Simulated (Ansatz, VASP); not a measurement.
One calculation of Ag5Cl, two programs

```
Ag Cl
1.0
     5.58918    0.00000    0.00000
    -2.79459    4.84037    0.00000
     0.00000    0.00000    4.71311
Ag Cl
5 1
Direct
  0.50000 0.00000 0.50000
  0.50000 0.50000 0.50000
  0.00000 0.50000 0.50000
  0.33333 0.66667 0.00000
  0.66667 0.33333 0.00000
  0.00000 0.00000 0.00000
```

Change from the starting cell: species swapped into the DyCo5 type (P6/mmm, No. 191).

Alike in both runs: functional PBE; k mesh 6 × 6 × 8; occupations gaussian, width 0.1 eV; no spin polarisation.

Ansatz relaxed the structure, and its values are those at the end. VASP's run is a single point on that final structure, the one shown.

```csv
,VASP,Ansatz
version,VASP 6.6.1,Ansatz 0.2.0
potentials or method,"VASP PAW PBE potentials, release 64 (Ag, Cl), cutoff 520 eV","scalar-relativistic, plane waves, PAW"
valence electrons in the cell,62,102
```

Ansatz gave:

- gap on the k mesh at the Fermi level (eV): none
- pressure (GPa): 0.0

Which values does VASP return?

gap on the k mesh at the Fermi level (eV): none; pressure (GPa): -0.1.

A gap of «none» marks a metal or a gap that the smearing closes. VASP's potentials hold 62 valence electrons a cell and Ansatz's 102, so a difference there can come from the potentials and not from the codes.
